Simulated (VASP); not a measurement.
# BN (P-6m2) in VASP: a series of runs

Aim: see how the results for BN move with the level of theory and the settings. Levels: r2SCAN, PBE+D4, PBE+D3(BJ), PBE. Tasks: single point, relaxation of cell and atoms.

Everything below comes from runs of VASP 6.6.1. Logs are shortened: lines on timing, memory, paths and dates and some standing lists are left out, and cuts for length are marked.

## 1. The cell of the first run

The structure is hexagonal, space group P-6m2 (No. 187). The conventional cell has a = 2.500 Å, b = 2.500 Å, c = 6.505 Å, α = 90.00°, β = 90.00°, γ = 120.00°. Within 1.9 Å of B (site symmetry -6m2) lie 3 N at 1.44 Å. Within 1.9 Å of B (site symmetry -6m2) lie 3 N at 1.44 Å. Within 1.9 Å of N (site symmetry -6m2) lie 3 B at 1.44 Å. Within 1.9 Å of N (site symmetry -6m2) lie 3 B at 1.44 Å.

## 2. Single point, r2SCAN

POSCAR

```
BN
1.0
    2.5002145576      0.0000000000      0.0000000000
   -1.2501072788      2.1652493218      0.0000000000
    0.0000000000      0.0000000000      6.5052999340
B N
2 2
Direct
    0.0000000000      0.0000000000      0.5000000000
    0.3333333333      0.6666666667      0.0000000000
    0.0000000000      0.0000000000      0.0000000000
    0.6666666667      0.3333333333      0.5000000000
```

INCAR.step1

```
SYSTEM = BN
ALGO = Normal ; EDIFF = 1E-4
ENCUT = 520 ; GGA = PE
ISMEAR = 0 ; LASPH = .TRUE.
LCHARG = .FALSE. ; LREAL = .FALSE.
LWAVE = .TRUE. ; NBANDS = 16
NELM = 100 ; PREC = Accurate
SIGMA = 0.01
```

INCAR.step2

```
SYSTEM = BN
ALGO = Normal ; EDIFF = 1E-7
ENCUT = 520 ; ISIF = 2
ISMEAR = 0 ; ISTART = 1
LASPH = .TRUE. ; LCHARG = .FALSE.
LMIXTAU = .TRUE. ; LREAL = .FALSE.
LWAVE = .FALSE. ; METAGGA = R2SCAN
NBANDS = 16 ; NELM = 100
PREC = Accurate ; SIGMA = 0.01
```

KPOINTS

```
k-points
0
G
  12 12 4
  0 0 0
```

Potentials or basis: VASP PAW PBE potentials, release 64 (B, N).

Run with:

```
> cat potpaw_PBE.64/B/POTCAR potpaw_PBE.64/N/POTCAR > POTCAR
> cp INCAR.step1 INCAR
> mpirun -np 1 vasp_std > vasp.out
> cp INCAR.step2 INCAR
> mpirun -np 1 vasp_std > vasp.out
```

OUTCAR:

```text
SYSTEM = BN
   EDIFF = 1E-7
   ENCUT = 520
   ISIF = 2
   ISMEAR = 0
   ISTART = 1
   LASPH = .TRUE.
   LREAL = .FALSE.
   METAGGA = R2SCAN
   NELM = 100
   PREC = Accurate

 ion  position               nearest neighbor table
   1  0.000  0.000  0.500-   4 1.44   4 1.44   4 1.44
   2  0.333  0.667  0.000-   3 1.44   3 1.44   3 1.44
   3  0.000  0.000  0.000-   2 1.44   2 1.44   2 1.44
   4  0.667  0.333  0.500-   1 1.44   1 1.44   1 1.44

  LATTYP: Found a hexagonal cell.
 ALAT       =     2.5002145576
 C/A-ratio  =     2.6018966709

  Lattice vectors:

 A1 = (   2.5002145576,   0.0000000000,   0.0000000000)
 A2 = (  -1.2501072788,   2.1652493218,   0.0000000000)
 A3 = (   0.0000000000,   0.0000000000,   6.5052999340)

Analysis of symmetry for initial positions (statically):
=====================================================================
 Subroutine PRICEL returns:
 Original cell was already a primitive cell.

 Routine SETGRP: Setting up the symmetry group for a
 hexagonal supercell.

 Subroutine GETGRP returns: Found 12 space group operations
 (whereof 12 operations were pure point group operations)
 out of a pool of 24 trial point group operations.

The static configuration has the point symmetry D_3h.

Analysis of symmetry for dynamics (positions and initial velocities):
=====================================================================
 Subroutine PRICEL returns:
 Original cell was already a primitive cell.

 Routine SETGRP: Setting up the symmetry group for a
 hexagonal supercell.

 Subroutine GETGRP returns: Found 12 space group operations
 (whereof 12 operations were pure point group operations)
 out of a pool of 24 trial point group operations.

The dynamic configuration has the point symmetry D_3h.

 Subroutine INISYM returns: Found 12 space group operations
 (whereof 12 operations are pure point group operations),
 and found     1 'primitive' translations

----------------------------------------------------------------------------------------

                                     Primitive cell

  volume of cell :      35.2170

  direct lattice vectors                    reciprocal lattice vectors
     2.500214558  0.000000000  0.000000000     0.399965674  0.230920289  0.000000000
    -1.250107279  2.165249322  0.000000000     0.000000000  0.461840579  0.000000000
     0.000000000  0.000000000  6.505299934     0.000000000  0.000000000  0.153720814

  length of vectors
     2.500214558  2.500214558  6.505299934     0.461840579  0.461840579  0.153720814

  position of ions in fractional coordinates (direct lattice)
     0.000000000  0.000000000  0.500000000
     0.333333333  0.666666667  0.000000000
     0.000000000  0.000000000  0.000000000
     0.666666667  0.333333333  0.500000000

  ion indices of the primitive-cell ions
   primitive index   ion index
                 1           1
                 2           2
                 3           3
                 4           4

----------------------------------------------------------------------------------------

 KPOINTS: k-points

Automatic generation of k-mesh.
 Grid dimensions read from file:
 generate k-points for:   12   12    4

 Generating k-lattice:

  Cartesian coordinates                     Fractional coordinates (reciprocal lattice)
     0.033330473  0.019243357  0.000000000     0.083333333 -0.000000000  0.000000000
     0.000000000  0.038486715  0.000000000     0.000000000  0.083333333  0.000000000
     0.000000000  0.000000000  0.038430203     0.000000000  0.000000000  0.250000000

  Length of vectors
     0.038486715  0.038486715  0.038430203

  Shift w.r.t. Gamma in fractional coordinates (k-lattice)
     0.000000000  0.000000000  0.000000000

 Subroutine IBZKPT returns following result:
 ===========================================

 Found     57 irreducible k-points:

 Following reciprocal coordinates:
            Coordinates               Weight
  0.000000  0.000000  0.000000      1.000000
  0.083333  0.000000  0.000000      6.000000
  0.166667  0.000000  0.000000      6.000000
  0.250000  0.000000  0.000000      6.000000
  0.333333  0.000000  0.000000      6.000000
  0.416667 -0.000000  0.000000      6.000000
[... 16 lines left out ...]
  0.250000  0.000000  0.250000     12.000000
  0.333333  0.000000  0.250000     12.000000
 [... further k-points ...]
   k-points           NKPTS =     57   k-points in BZ     NKDIM =     57   number of bands    NBANDS=     16
   number of dos      NEDOS =    301   number of ions     NIONS =      4
   total plane-waves  NPLWV =  19200
   dimension x,y,z NGX =    20 NGY =   20 NGZ =   48
   dimension x,y,z NGXF=    40 NGYF=   40 NGZF=   96
   ions per type =               2   2
   NGX,Y,Z   is equivalent  to a cutoff of  13.30, 13.30, 12.27 a.u.
   NGXF,Y,Z  is equivalent  to a cutoff of  26.60, 26.60, 24.53 a.u.
 SYSTEM =  BN
   PREC   = accura    normal or accurate (medium, high low for compatibility)
   ISTART =      1    job   : 0-new  1-cont  2-samecut
   ICHARG =      0    charge: 1-file 2-atom 10-const
   ISPIN  =      1    spin polarized calculation?
   LNONCOLLINEAR =      F non collinear calculations
   LSORBIT =      F    spin-orbit coupling
   LASPH  =      T    aspherical Exc in radial PAW
   ENCUT  =  520.0 eV  38.22 Ry    6.18 a.u.   4.65  4.65 12.10*2*pi/ulx,y,z
   NELM   =    100;   NELMIN=  2; NELMDL=  0     # of ELM steps
   EDIFF  = 0.1E-06   stopping-criterion for ELM
   LREAL  =      F    real-space projection
   EDIFFG = 0.1E-05   stopping-criterion for IOM
   NSW    =      0    number of steps for IOM
   IBRION =     -1    ionic relax: 0-MD 1-quasi-New 2-CG
   NFREE  =      0    steps in history (QN), initial steepest desc. (CG)
   ISIF   =      2    stress and relaxation
   ISYM   =      2    0-nonsym 1-usesym 2-fastsym
   POTIM  = 0.5000    time-step for ionic-motion
   TEBEG  =    0.0;   TEEND  =   0.0 temperature during run
   PSTRESS=    0.0 pullay stress
   NELECT =      16.0000    total number of electrons
   NUPDOWN=      -1.0000    fix difference up-down
   EMIN   =  10.00;   EMAX   =-10.00  energy-range for DOS
   EFERMI =   0.00;   METHOD = LEGACY
   ISMEAR =     0;   SIGMA  =   0.01  broadening in eV -4-tet -1-fermi 0-gaus
   EFERMI_NEDOS =   21; number of points for ismear=-14 and -15
   IALGO  =     38    algorithm
   IMIX   =      4    mixing-type and parameters
     AMIX     =   0.40;   BMIX     =  1.00
     AMIX_MAG =   1.60;   BMIX_MAG =  1.00
  volume/ion in A,a.u.               =       8.80        59.41
  Fermi-wavevector in a.u.,A,eV,Ry     =   1.258531  2.378279 21.550278  1.583901
  Thomas-Fermi vector in A             =   2.392136
   LORBIT       =      0    0 simple, 1 ext, 2 COOP (PROOUT), +10 PAW based schemes
   METAGGA = R2SCAN    functional components
   LHFCALC =     F    Hartree Fock is set to
   AEXX    =    0.0000 exact exchange contribution
   IVDW    =     0    specifies the selected vdW correction
   LEPSILON=     F    determine dielectric tensor
   LRPA    =     F    only Hartree local field effects (RPA)
 non-spin polarized calculation
 Gauss-broadening in eV      SIGMA  =   0.01
  energy-cutoff  :      520.00
  volume of cell :       35.22
 maximum number of plane-waves:       973
 NGX is ok and might be reduce to    20
   NGX =  9   NGY =  9   NGZ = 25

 number of electron      16.0000000 magnetization

 Free energy of the ion-electron system (eV)
  ---------------------------------------------------
  ext. energy  EPLUGINS =         0.00000000
  ---------------------------------------------------
  free energy    TOTEN  =       -38.58767663 eV

  energy without entropy =      -38.58767663  energy(sigma->0) =      -38.58767663

 E-fermi :   2.3059     XC(G=0): -10.8903

 val. band max:        2.2565232232   @ k =   0.3333   0.3333   0.5000
 cond. band min:       7.1887277310   @ k =   0.5000   0.0000   0.0000
 fundamental gap:      4.9322045078
 Fermi energy:         2.3059216300

 k-point     1 :       0.0000    0.0000    0.0000
  band No.  band energies     occupation
      1     -16.6547      2.00000
      2     -16.3010      2.00000
      3      -4.2829      2.00000
      4      -1.8948      2.00000
      5       0.8090      2.00000
      6       0.8090      2.00000
[... 8 lines left out ...]
     15      15.5175      0.00000
     16      16.7213      0.00000

 k-point     2 :       0.0833    0.0000    0.0000
  band No.  band energies     occupation
      1     -16.5124      2.00000
      2     -16.1636      2.00000
      3      -4.0871      2.00000
      4      -1.7215      2.00000
      5       0.2178      2.00000
      6       0.3378      2.00000
[... 8 lines left out ...]
     15      16.0171      0.00000
     16      16.1699      0.00000

 k-point     3 :       0.1667    0.0000    0.0000
  band No.  band energies     occupation
      1     -16.0936      2.00000
      2     -15.7597      2.00000
      3      -3.5064      2.00000
      4      -1.2761      2.00000
      5      -1.2140      2.00000
      6      -1.1454      2.00000
[... 8 lines left out ...]
     15      17.0017      0.00000
     16      17.2345      0.00000

 k-point     4 :       0.2500    0.0000    0.0000
  band No.  band energies     occupation
      1     -15.4274      2.00000
      2     -15.1198      2.00000
      3      -3.1673      2.00000
      4      -3.0153      2.00000
      5      -2.5659      2.00000
      6      -0.8925      2.00000
[... 8 lines left out ...]
     15      19.0507      0.00000
     16      19.2739      0.00000

 k-point     5 :       0.3333    0.0000    0.0000
  band No.  band energies     occupation
      1     -14.5870      2.00000
      2     -14.3210      2.00000
      3      -5.0452      2.00000
      4      -4.8691      2.00000
      5      -1.5516      2.00000
      6      -1.4156      2.00000
[... 8 lines left out ...]
     15      19.1670      0.00000
     16      21.9748      0.00000

 k-point     6 :       0.4167   -0.0000    0.0000
  band No.  band energies     occupation
      1     -13.7567      2.00000
      2     -13.5550      2.00000
      3      -6.5350      2.00000
      4      -6.3439      2.00000
      5      -1.9839      2.00000
      6      -1.8461      2.00000
[... 8 lines left out ...]
     15      19.1302      0.00000
     16      21.3776      0.00000
[... 267 lines left out ...]
 k-point    21 :       0.0833    0.0000    0.2500
  band No.  band energies     occupation
      1     -16.4699      2.00000
      2     -16.2116      2.00000
      3      -3.8013      2.00000
      4      -2.1532      2.00000
      5       0.2213      2.00000
      6       0.3397      2.00000
[... 8 lines left out ...]
     15      16.0785      0.00000
     16      16.1751      0.00000

 k-point    22 :       0.1667    0.0000    0.2500
  band No.  band energies     occupation
      1     -16.0533      2.00000
      2     -15.8050      2.00000
      3      -3.2318      2.00000
      4      -1.6605      2.00000
      5      -1.2522      2.00000
      6      -1.1246      2.00000
[... 8 lines left out ...]
     15      16.8683      0.00000
     16      16.9910      0.00000

 k-point    23 :       0.2500    0.0000    0.2500
  band No.  band energies     occupation
      1     -15.3912      2.00000
      2     -15.1601      2.00000
      3      -3.1688      2.00000
      4      -3.0416      2.00000
      5      -2.2782      2.00000
      6      -0.8879      2.00000
[... 8 lines left out ...]
     15      19.2827      0.00000
     16      19.4108      0.00000

 k-point    24 :       0.3333    0.0000    0.2500
  band No.  band energies     occupation
      1     -14.5573      2.00000
      2     -14.3533      2.00000
      3      -5.0339      2.00000
      4      -4.8893      2.00000
      5      -1.5461      2.00000
      6      -1.4213      2.00000
[... 8 lines left out ...]
     15      20.0902      0.00000
     16      21.9195      0.00000

 [... further k-points ...]
[... 5 lines left out ...]
  --------------------------------------------------------------------------------------
  -------------------------------------------------------------------------------------
  Total        0.2040728      0.2040728      0.2948477      0.0000000      0.0000000      0.0000000
  in kB        9.2841710      9.2841710     13.4139232      0.0000000      0.0000000      0.0000000
  external PRESSURE =      10.6607551 kB  Pullay stress =       0.0000000 kB

 VOLUME and BASIS-vectors are now :
 -----------------------------------------------------------------------------
  energy-cutoff  :      520.00
  volume of cell :       35.22
      direct lattice vectors                 reciprocal lattice vectors
     2.500214558  0.000000000  0.000000000     0.399965674  0.230920289  0.000000000
    -1.250107279  2.165249322  0.000000000     0.000000000  0.461840579  0.000000000
     0.000000000  0.000000000  6.505299934     0.000000000  0.000000000  0.153720814

 POSITION                                       TOTAL-FORCE (eV/Angst)
 -----------------------------------------------------------------------------------
      0.00000      0.00000      3.25265        -0.000000      0.000000      0.000000
     -0.00000      1.44350      0.00000         0.000000     -0.000000      0.000000
      0.00000      0.00000      0.00000        -0.000000      0.000000      0.000000
      1.25011      0.72175      3.25265        -0.000000      0.000000      0.000000
 -----------------------------------------------------------------------------------
    total drift:                               -0.000000      0.000000      0.000000

  FREE ENERGIE OF THE ION-ELECTRON SYSTEM (eV)
  ---------------------------------------------------
  free  energy   TOTEN  =       -38.5876766341 eV

  energy  without entropy=      -38.5876766341  energy(sigma->0) =      -38.58767663
```

Run time: 94 s. Hardware: 1 thread of Intel Xeon Platinum 8488C (Sapphire Rapids), shared host; peak memory 0.16 GiB.

Results:

```
Free energy            : -38.5877 eV
Pressure               : 1.1 GPa
Band gap on the k mesh : 4.93 eV, indirect (least direct gap 5.14 eV)
```

Caveat: the PAW data sets were made with another functional, which shifts forces and pressure a little. A k mesh can miss the band edges.

## 3. Relaxation of cell and atoms, PBE+D4

This run uses another cell than the first one, of 8.97 Å³/atom, 1.019 times its volume.

INCAR

```
  PREC = Accurate
  ENCUT = 600
  EDIFF = 1E-7
  ISMEAR = -1
  SIGMA = 0.02
  LREAL = False
  LASPH = True
  NELM = 100
  ALGO = Normal
  ISIF = 3
  LWAVE = False
  LCHARG = False
  GGA = PE
  IVDW = 13
  IBRION = 2
  NSW = 80
  EDIFFG = -0.005
```

KPOINTS

```
Automatic mesh
0
Gamma
  12 12 4
```

POSCAR

```
BN
1.0
    2.5061233398      0.0000000000      0.0000000000
   -1.2530616699      2.1703664773      0.0000000000
    0.0000000000      0.0000000000      6.5973607121
B N
2 2
Direct
    0.0000000000      0.0000000000      0.5000000000
    0.3333333333      0.6666666667      0.0000000000
    0.0000000000      0.0000000000      0.0000000000
    0.6666666667      0.3333333333      0.5000000000
```

Potentials or basis: VASP PAW PBE potentials, release 64 (B, N).

Run with:

```
> cat potpaw_PBE.64/B/POTCAR potpaw_PBE.64/N/POTCAR > POTCAR
> mpirun -np 1 vasp_std > vasp.out
```

Wall time 1.9 min (1 thread of Intel Xeon Platinum 8488C (Sapphire Rapids), shared host); peak memory 0.16 GiB.

It converged, with:

| Quantity | Value |
| --- | --- |
| Free energy | -35.8048 eV |
| Relaxed volume | 8.81 Å³/atom |
| Relaxed cell | a = 2.506 Å, b = 2.506 Å, c = 6.479 Å, α = 90.00°, β = 90.00°, γ = 120.00° |
| Space group after relaxing (to 0.05 Å) | P-6m2 (No. 187) |
| Energy gained by relaxing | 0.3 meV/atom |
| Ionic steps | 10 |
| Pressure after relaxing | 0.0 GPa |
| Band gap on the k mesh | 4.33 eV, indirect (least direct gap 4.43 eV) |
| Dispersion energy per atom | -0.165 eV |

Step by step:
```csv
step,energy change (eV),largest force (eV/Å),pressure (GPa),volume (Å³)
1,0.0000,0.0000,-0.03,35.88
2,-0.0001,0.0000,-0.49,35.88
3,-0.0001,0.0000,-0.59,35.87
4,-0.0002,0.0000,-0.57,35.85
5,-0.0004,0.0000,-0.53,35.78
6,-0.0008,0.0000,-0.45,35.64
7,-0.0011,0.0000,-0.28,35.35
8,-0.0012,0.0000,-0.22,35.26
9,-0.0011,0.0000,0.26,35.24
10,-0.0012,0.0000,0.02,35.25
```

Final structure:
```yaml
crystal:
  lattice:
    - [2.50649, 0.00000, 0.00000]
    - [-1.25324, 2.17068, 0.00000]
    - [0.00000, 0.00000, 6.47917]
  atoms:
    - { symbol: B, position: [0.00000, 0.00000, 0.50000] }
    - { symbol: B, position: [0.33333, 0.66667, 0.00000] }
    - { symbol: N, position: [0.00000, 0.00000, 0.00000] }
    - { symbol: N, position: [0.66667, 0.33333, 0.50000] }
```

Levels at points of the mesh, in eV from the valence-band top:
```csv
k point,band 6,band 7,band 8,band 9,band 10,band 11
"(0.00, 0.00, 0.00)",-1.45,-1.32,-1.32,5.33,10.45,11.44
"(0.50, 0.00, 0.00)",-4.10,-1.39,-0.69,4.33,5.56,9.57
"(0.00, 0.00, 0.50)",-1.45,-1.32,-1.32,7.79,7.84,11.46
"(0.50, 0.00, 0.50)",-4.11,-1.04,-0.91,4.59,4.67,9.79
```

[end of part 1 of 2]
